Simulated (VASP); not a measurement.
La2TaO2, 5 atoms in the cell. The structure is hexagonal, space group P6/mmm (No. 191). Conventional cell: a = 5.492 Å, b = 5.492 Å, c = 4.586 Å, α = 90.00°, β = 90.00°, γ = 120.00°. La (site symmetry -6m2) has 2 O at 2.29 Å within 3.0 Å. Within 4.2 Å of Ta (site symmetry 6/mmm) lie 6 La at 3.17 Å and 12 O at 3.91 Å. Within 3.0 Å of O (site symmetry -6m2) lie 2 La at 2.29 Å. The cell was generated, and may not be a known phase.

```yaml
Program: VASP 6.6.1
Task: single point
Functional: PBE
Potentials_or_basis: VASP PAW PBE potentials, release 64 (La, Ta_pv, O)
Cutoff: 520 eV
k_mesh: 6 × 6 × 4
Occupations: gaussian, width 0.1 eV
Spin: collinear spin
Starting_moments: "[0.0, 0.0, 1.0, 0.0, 0.0] μB"
Dipole_correction: no
Further_INCAR_settings: ALGO = Normal; EDIFF = 1e-06; NBANDS = 34
```

Potentials or basis: VASP PAW PBE potentials, release 64 (La, Ta_pv, O).

Run with:

```sh
$ cat potpaw_PBE.64/La/POTCAR potpaw_PBE.64/Ta_pv/POTCAR potpaw_PBE.64/O/POTCAR > POTCAR
$ mpirun -np 1 vasp_std > vasp.out
```

Hardware: 1 thread of AMD EPYC 9R45 96-Core Processor (Zen 5), with other jobs on the host.

Task: How long does it take, and how much memory?

Result: Wall time 3.3 min on 1 thread of AMD EPYC 9R45 96-Core Processor (Zen 5), on a shared host, peak memory 0.35 GiB. Counts: scf iterations 22, k points 21.
